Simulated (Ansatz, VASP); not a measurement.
**SiNi2: VASP beside Ansatz**

File INCAR:

```
SYSTEM = SiNi2
ALGO = Fast
EDIFF = 1E-6
ENCUT = 520
GGA = PS
ISIF = 2
ISMEAR = 0
LASPH = .TRUE.
LCHARG = .FALSE.
LREAL = .FALSE.
LWAVE = .FALSE.
NBANDS = 33
NELM = 80
PREC = Accurate
SIGMA = 0.15
```

KPOINTS

```
k-points
0
G
  12 12 10
  0 0 0
```

The input POSCAR:

```
SiNi2
1.0
    3.9264905792      0.0000000000      0.0000000000
   -1.9632452896      3.4004405893      0.0000000000
    0.0000000000      0.0000000000      4.9907400586
Si Ni
2 4
Direct
    0.3333333333      0.6666666667      0.7500000000
    0.6666666667      0.3333333333      0.2500000000
    0.0000000000      0.0000000000      0.0000000000
    0.0000000000      0.0000000000      0.5000000000
    0.3333333333      0.6666666667      0.2500000000
    0.6666666667      0.3333333333      0.7500000000
```

Input for Ansatz:

```yaml
crystal:
  lattice:
    - [3.9264905792, 0.0, 0.0]
    - [-1.9632452896, 3.4004405893, 0.0]
    - [0.0, 0.0, 4.9907400586]
  atoms:
    - { symbol: Si, position: [0.3333333333, 0.6666666667, 0.75] }
    - { symbol: Si, position: [0.6666666667, 0.3333333333, 0.25] }
    - { symbol: Ni, position: [0.0, 0.0, 0.0] }
    - { symbol: Ni, position: [0.0, 0.0, 0.5] }
    - { symbol: Ni, position: [0.3333333333, 0.6666666667, 0.25] }
    - { symbol: Ni, position: [0.6666666667, 0.3333333333, 0.75] }
basis:
  ecutwfc: 420
kpoints:
  mp_grid: { grid: [12, 12, 10] }
hamiltonian:
  xc: pbesol
scf:
  occupations: { method: gaussian, width: 0.15 }
output:
  forces: true
  stress: true
  eigenvalues: true
```

Change from the starting cell: strain +0.015 along x and y, +0.015 along z, atoms carried along.

Alike in both runs: task single point; functional PBEsol; k mesh 12 × 12 × 10; occupations gaussian, width 0.15 eV; no spin polarisation.

|  | VASP | Ansatz |
| --- | --- | --- |
| version | VASP 6.6.1 | Ansatz 0.2.0 |
| potentials or method | VASP PAW PBE potentials, release 64 (Si, Ni), cutoff 520 eV | scalar-relativistic, plane waves, PAW |
| valence electrons in the cell | 48 | 80 |

```csv
,VASP,Ansatz,Ansatz less VASP
gap on the k mesh at the Fermi level (eV),none,none,-
pressure (GPa),-8.9,-9.2,-0.31
"traceless stress, the component that is largest in VASP (GPa)",0.83,0.97,+0.142
```

VASP's potentials were made for PBE, not for PBEsol. A gap of «none» marks a metal or a gap that the smearing closes. With one functional, cell and mesh, what is left measures potentials, basis and numerics. VASP's potentials hold 48 valence electrons a cell and Ansatz's 80, so a difference there can come from the potentials and not from the codes.
